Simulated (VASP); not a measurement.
Here is a VASP 6.6.1 calculation.

Contents of INCAR:

```
PREC = Accurate
ENCUT = 520
EDIFF = 1E-6
ISMEAR = -1
SIGMA = 0.05
LREAL = False
LASPH = True
NELM = 80
ALGO = Normal
ISIF = 2
LWAVE = False
LCHARG = True
GGA = PS
LELF = True
LVHAR = True
NBANDS = 22
```

The input KPOINTS:

```
regular mesh
0
Gamma
  11 11 6
```

POSCAR

```
Rh
1.0
    2.7309790422      0.0000000000      0.0000000000
   -1.3654895211      2.3650972278      0.0000000000
    0.0000000000      0.0000000000      4.4284890000
Rh
2
Direct
    0.3333333333      0.6666666667      0.2500000000
    0.6666666667      0.3333333333      0.7500000000
```

Potentials or basis: VASP PAW PBE potentials, release 64 (Rh_pv).

Command:

```sh
$ cat potpaw_PBE.64/Rh_pv/POTCAR > POTCAR
$ mpirun -np 1 vasp_std > vasp.out
```

Task: Estimate the band gap on the k mesh.

Result: Zero (band 15 reaches 11.71 eV, above the bottom of band 16 at 9.50 eV).

Task: What does it give for the pressure?

Result: -13.7 GPa.

Stress tensor (GPa, compression positive):
```
-13.27   0.00   0.00
  0.00 -13.27   0.00
  0.00   0.00 -14.65
```

Caveat: the PAW data sets were made with another functional, which shifts forces and pressure a little.
